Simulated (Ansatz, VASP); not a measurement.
Al: VASP beside Ansatz

```
Al
1.0
     0.00000    1.98856    2.02398
     2.05940    0.00000    2.02398
     2.05940    1.98856    0.00000
Al
1
Direct
  0.00000 0.00000 0.00000
```

Change from the starting cell: strain +0.0175 x Voigt [1, -1, 0, 0, 0, 0], atoms carried along.

Alike in both runs: task single point; functional PBEsol; k mesh 20 × 20 × 20; occupations gaussian, width 0.15 eV; no spin polarisation.

```csv
,VASP,Ansatz
version,VASP 6.6.1,Ansatz 0.2.0
potentials or method,"VASP PAW PBE potentials, release 64 (Al), cutoff 520 eV","scalar-relativistic, plane waves, PAW"
valence electrons in the cell,3,3
```

```csv
,VASP,Ansatz,Ansatz less VASP
gap on the k mesh at the Fermi level (eV),none,none,-
pressure (GPa),-1.8,-1.9,-0.05
"traceless stress, the component that is largest in VASP (GPa)",-0.95,-0.95,0.000
```

VASP's potentials were made for PBE, not for PBEsol. A gap of «none» marks a metal or a gap that the smearing closes.
